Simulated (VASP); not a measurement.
# Ag (I4/mmm) in VASP: single point with r2SCAN

Aim: the single point of Ag with r2SCAN.

Program: VASP 6.6.1. These are calculated values, not measurements. Logs are shortened: lines on timing, memory, paths and dates and some standing lists are left out, and cuts for length are marked.

### 1 The cell of the first run

It takes space group I4/mmm (No. 139, tetragonal). The conventional cell has a = 3.823 Å, b = 3.823 Å, c = 2.485 Å, α = 90.00°, β = 90.00°, γ = 90.00°. Ag (site symmetry 4/mmm) has 10 Ag at 2.48 to 2.97 Å within 3.3 Å.

### 2 Single point, r2SCAN

Contents of POSCAR:

```
Ag
1.0
   -1.9113129271      1.9113129271      1.2423534026
    1.9113129271     -1.9113129271      1.2423534026
    1.9113129271      1.9113129271     -1.2423534026
Ag
1
Direct
    0.0000000000      0.0000000000      0.0000000000
```

Contents of INCAR.step1:

```
PREC = Accurate
ENCUT = 520
ISMEAR = 0
SIGMA = 0.15
LREAL = F
LASPH = T
NELM = 80
NBANDS = 12
GGA = PE
ALGO = Normal
EDIFF = 1E-4
LWAVE = T
LCHARG = F
```

Contents of INCAR.step2:

```
PREC = Accurate
ENCUT = 520
EDIFF = 1E-7
ISMEAR = 0
SIGMA = 0.15
LREAL = F
LASPH = T
NELM = 80
ALGO = Normal
ISIF = 2
LWAVE = F
LCHARG = F
METAGGA = R2SCAN
LMIXTAU = T
NBANDS = 12
ISTART = 1
```

Contents of KPOINTS:

```
Automatic mesh
0
Gamma
  22 22 22
```

Potentials or basis: VASP PAW PBE potentials, release 64 (Ag).

Launch:

```console
> cat potpaw_PBE.64/Ag/POTCAR > POTCAR
> cp INCAR.step1 INCAR
> mpirun -np 1 vasp_std > vasp.out
> cp INCAR.step2 INCAR
> mpirun -np 1 vasp_std > vasp.out
```

OUTCAR:

```text
PREC = Accurate
   ENCUT = 520
   EDIFF = 1E-7
   ISMEAR = 0
   LREAL = F
   LASPH = T
   NELM = 80
   ISIF = 2
   METAGGA = R2SCAN
   ISTART = 1

 ion  position               nearest neighbor table
   1  0.000  0.000  0.000-

  LATTYP: Found a body centered tetragonal cell.
 ALAT       =     3.8226258542
 C/A-ratio  =     0.6500000000

  Lattice vectors:

 A1 = (  -1.9113129271,   1.9113129271,   1.2423534026)
 A2 = (   1.9113129271,  -1.9113129271,   1.2423534026)
 A3 = (   1.9113129271,   1.9113129271,  -1.2423534026)

Analysis of symmetry for initial positions (statically):
=====================================================================
 Subroutine PRICEL returns:
 Original cell was already a primitive cell.

 Routine SETGRP: Setting up the symmetry group for a
 body centered tetragonal supercell.

 Subroutine GETGRP returns: Found 16 space group operations
 (whereof 16 operations were pure point group operations)
 out of a pool of 16 trial point group operations.

The static configuration has the point symmetry D_4h.

Analysis of symmetry for dynamics (positions and initial velocities):
=====================================================================
 Subroutine PRICEL returns:
 Original cell was already a primitive cell.

 Routine SETGRP: Setting up the symmetry group for a
 body centered tetragonal supercell.

 Subroutine GETGRP returns: Found 16 space group operations
 (whereof 16 operations were pure point group operations)
 out of a pool of 16 trial point group operations.

The dynamic configuration has the point symmetry D_4h.

 Subroutine INISYM returns: Found 16 space group operations
 (whereof 16 operations are pure point group operations),
 and found     1 'primitive' translations

----------------------------------------------------------------------------------------

                                     Primitive cell

  volume of cell :      18.1538

  direct lattice vectors                    reciprocal lattice vectors
    -1.911312927  1.911312927  1.242353403     0.000000000  0.261600282  0.402461972
     1.911312927 -1.911312927  1.242353403     0.261600282  0.000000000  0.402461972
     1.911312927  1.911312927 -1.242353403     0.261600282  0.261600282  0.000000000

  length of vectors
     2.974840531  2.974840531  2.974840531     0.480010777  0.480010777  0.369958666

  position of ions in fractional coordinates (direct lattice)
     0.000000000  0.000000000  0.000000000

  ion indices of the primitive-cell ions
   primitive index   ion index
                 1           1

----------------------------------------------------------------------------------------

 KPOINTS: Automatic mesh

Automatic generation of k-mesh.
 Grid dimensions read from file:
 generate k-points for:   22   22   22

 Generating k-lattice:

  Cartesian coordinates                     Fractional coordinates (reciprocal lattice)
     0.000000000  0.011890922  0.018293726     0.045454545  0.000000000 -0.000000000
     0.011890922  0.000000000  0.018293726     0.000000000  0.045454545 -0.000000000
     0.011890922  0.011890922  0.000000000     0.000000000  0.000000000  0.045454545

  Length of vectors
     0.021818672  0.021818672  0.016816303

  Shift w.r.t. Gamma in fractional coordinates (k-lattice)
     0.000000000  0.000000000  0.000000000

 Subroutine IBZKPT returns following result:
 ===========================================

 Found    834 irreducible k-points:

 Following reciprocal coordinates:
            Coordinates               Weight
  0.000000  0.000000  0.000000      1.000000
  0.045455 -0.000000  0.000000      8.000000
  0.090909 -0.000000  0.000000      8.000000
  0.136364  0.000000 -0.000000      8.000000
  0.181818 -0.000000  0.000000      8.000000
  0.227273  0.000000  0.000000      8.000000
[... 16 lines left out ...]
  0.500000  0.045455  0.000000     16.000000
 -0.454545  0.045455  0.000000     16.000000
 [... further k-points ...]
   k-points           NKPTS =    834   k-points in BZ     NKDIM =    834   number of bands    NBANDS=     12
   number of dos      NEDOS =    301   number of ions     NIONS =      1
   total plane-waves  NPLWV =  13824
   dimension x,y,z NGX =    24 NGY =   24 NGZ =   24
   dimension x,y,z NGXF=    48 NGYF=   48 NGZF=   48
   ions per type =               1
   NGX,Y,Z   is equivalent  to a cutoff of  13.41, 13.41, 13.41 a.u.
   NGXF,Y,Z  is equivalent  to a cutoff of  26.82, 26.82, 26.82 a.u.
 SYSTEM =  unknown system
   PREC   = accura    normal or accurate (medium, high low for compatibility)
   ISTART =      1    job   : 0-new  1-cont  2-samecut
   ICHARG =      0    charge: 1-file 2-atom 10-const
   ISPIN  =      1    spin polarized calculation?
   LNONCOLLINEAR =      F non collinear calculations
   LSORBIT =      F    spin-orbit coupling
   LASPH  =      T    aspherical Exc in radial PAW
   ENCUT  =  520.0 eV  38.22 Ry    6.18 a.u.   5.53  5.53  5.53*2*pi/ulx,y,z
   NELM   =     80;   NELMIN=  2; NELMDL=  0     # of ELM steps
   EDIFF  = 0.1E-06   stopping-criterion for ELM
   LREAL  =      F    real-space projection
   EDIFFG = 0.1E-05   stopping-criterion for IOM
   NSW    =      0    number of steps for IOM
   IBRION =     -1    ionic relax: 0-MD 1-quasi-New 2-CG
   NFREE  =      0    steps in history (QN), initial steepest desc. (CG)
   ISIF   =      2    stress and relaxation
   ISYM   =      2    0-nonsym 1-usesym 2-fastsym
   POTIM  = 0.5000    time-step for ionic-motion
   TEBEG  =    0.0;   TEEND  =   0.0 temperature during run
   PSTRESS=    0.0 pullay stress
   NELECT =      11.0000    total number of electrons
   NUPDOWN=      -1.0000    fix difference up-down
   EMIN   =  10.00;   EMAX   =-10.00  energy-range for DOS
   EFERMI =   0.00;   METHOD = LEGACY
   ISMEAR =     0;   SIGMA  =   0.15  broadening in eV -4-tet -1-fermi 0-gaus
   EFERMI_NEDOS =   21; number of points for ismear=-14 and -15
   IALGO  =     38    algorithm
   IMIX   =      4    mixing-type and parameters
     AMIX     =   0.40;   BMIX     =  1.00
     AMIX_MAG =   1.60;   BMIX_MAG =  1.00
  volume/ion in A,a.u.               =      18.15       122.51
  Fermi-wavevector in a.u.,A,eV,Ry     =   1.385318  2.617871 26.111022  1.919106
  Thomas-Fermi vector in A             =   2.509739
   LORBIT       =      0    0 simple, 1 ext, 2 COOP (PROOUT), +10 PAW based schemes
   METAGGA = R2SCAN    functional components
   LHFCALC =     F    Hartree Fock is set to
   AEXX    =    0.0000 exact exchange contribution
   IVDW    =     0    specifies the selected vdW correction
   LEPSILON=     F    determine dielectric tensor
   LRPA    =     F    only Hartree local field effects (RPA)
 non-spin polarized calculation
 Gauss-broadening in eV      SIGMA  =   0.15
  energy-cutoff  :      520.00
  volume of cell :       18.15
 maximum number of plane-waves:       517
 NGX is ok and might be reduce to    24
   NGX = 11   NGY = 11   NGZ = 11

 number of electron      11.0000000 magnetization

 Free energy of the ion-electron system (eV)
  ---------------------------------------------------
  ext. energy  EPLUGINS =         0.00000000
  ---------------------------------------------------
  free energy    TOTEN  =       -21.01612599 eV

  energy without entropy =      -21.01361706  energy(sigma->0) =      -21.01487152

 E-fermi :   7.7079     XC(G=0): -12.4598

 val. band max:        7.7051188610   @ k =   0.5000   0.1818  -0.0000
 cond. band min:       7.7095451161   @ k =   0.3182   0.0909   0.0455
 fundamental gap:      0.0044262551
 Fermi energy:         7.7078835576

 k-point     1 :       0.0000    0.0000    0.0000
  band No.  band energies     occupation
      1       0.0064      2.00000
      2       1.4397      2.00000
      3       1.6338      2.00000
      4       3.8892      2.00000
      5       3.8892      2.00000
      6       4.0144      2.00000
      7      21.5465      0.00000
      8      21.5465      0.00000
      9      28.0660      0.00000
     10      28.2376      0.00000
     11      32.6569      0.00000
     12      32.6569      0.00000

 k-point     2 :       0.0455   -0.0000    0.0000
  band No.  band energies     occupation
      1       0.1042      2.00000
      2       1.4872      2.00000
      3       1.6608      2.00000
      4       3.8424      2.00000
      5       3.8437      2.00000
      6       4.0032      2.00000
      7      21.5623      0.00000
      8      21.5709      0.00000
      9      28.1257      0.00000
     10      28.3367      0.00000
     11      32.3204      0.00000
     12      32.4977      0.00000

 k-point     3 :       0.0909   -0.0000    0.0000
  band No.  band energies     occupation
      1       0.3930      2.00000
      2       1.6255      2.00000
      3       1.7371      2.00000
      4       3.7123      2.00000
      5       3.7172      2.00000
      6       3.9736      2.00000
      7      21.5928      0.00000
      8      21.6290      0.00000
      9      28.2950      0.00000
     10      28.6300      0.00000
     11      30.8987      0.00000
     12      32.0546      0.00000
[... 286 lines left out ...]
 k-point    23 :       0.5000    0.0455    0.0000
  band No.  band energies     occupation
      1       1.0671      2.00000
      2       1.2908      2.00000
      3       3.5219      2.00000
      4       4.0815      2.00000
      5       4.9068      2.00000
      6       9.2391      0.00000
      7      14.7698      0.00000
      8      19.6148      0.00000
      9      20.2800      0.00000
     10      26.4012      0.00000
     11      27.0585      0.00000
     12      29.6257      0.00000

 k-point    24 :      -0.4545    0.0455    0.0000
  band No.  band energies     occupation
      1       1.1543      2.00000
      2       1.3791      2.00000
      3       3.5390      2.00000
      4       3.9936      2.00000
      5       4.6981      2.00000
      6       8.0936      0.00028
      7      16.1528      0.00000
      8      19.5097      0.00000
      9      20.5297      0.00000
     10      26.5273      0.00000
     11      27.4095      0.00000
     12      30.0906      0.00000

 [... further k-points ...]

------------------------ aborting loop because EDIFF is reached ----------------------------------------

  FORCE on cell =-STRESS in cart. coord.  units (eV):
  Direction    XX          YY          ZZ          XY          YZ          ZX
  --------------------------------------------------------------------------------------
  -------------------------------------------------------------------------------------
  Total       -0.7386083     -0.7386083      3.9509680      0.0000000      0.0000000      0.0000000
  in kB      -65.1862504    -65.1862504    348.6947064      0.0000000      0.0000000      0.0000000
  external PRESSURE =      72.7740685 kB  Pullay stress =       0.0000000 kB

 VOLUME and BASIS-vectors are now :
 -----------------------------------------------------------------------------
  energy-cutoff  :      520.00
  volume of cell :       18.15
      direct lattice vectors                 reciprocal lattice vectors
    -1.911312927  1.911312927  1.242353403     0.000000000  0.261600282  0.402461972
     1.911312927 -1.911312927  1.242353403     0.261600282  0.000000000  0.402461972
     1.911312927  1.911312927 -1.242353403     0.261600282  0.261600282  0.000000000

 POSITION                                       TOTAL-FORCE (eV/Angst)
 -----------------------------------------------------------------------------------
      0.00000      0.00000      0.00000         0.000000     -0.000000      0.000000
 -----------------------------------------------------------------------------------
    total drift:                               -0.000000      0.000000     -0.000000

  FREE ENERGIE OF THE ION-ELECTRON SYSTEM (eV)
  ---------------------------------------------------
  free  energy   TOTEN  =       -21.0161259921 eV

  energy  without entropy=      -21.0136170558  energy(sigma->0) =      -21.01487152
```

It took 5 min on 1 thread of Intel Xeon Platinum 8488C (Sapphire Rapids), shared host; peak memory 0.3 GiB.

Results:

```
Free energy            : -21.0161 eV
Pressure               : 7.3 GPa
Band gap on the k mesh : zero (an odd number of electrons rules out a gap without spin polarisation)
```

Caveat: the cell stands under pressure; the PAW data sets were made with another functional, which shifts forces and pressure a little.
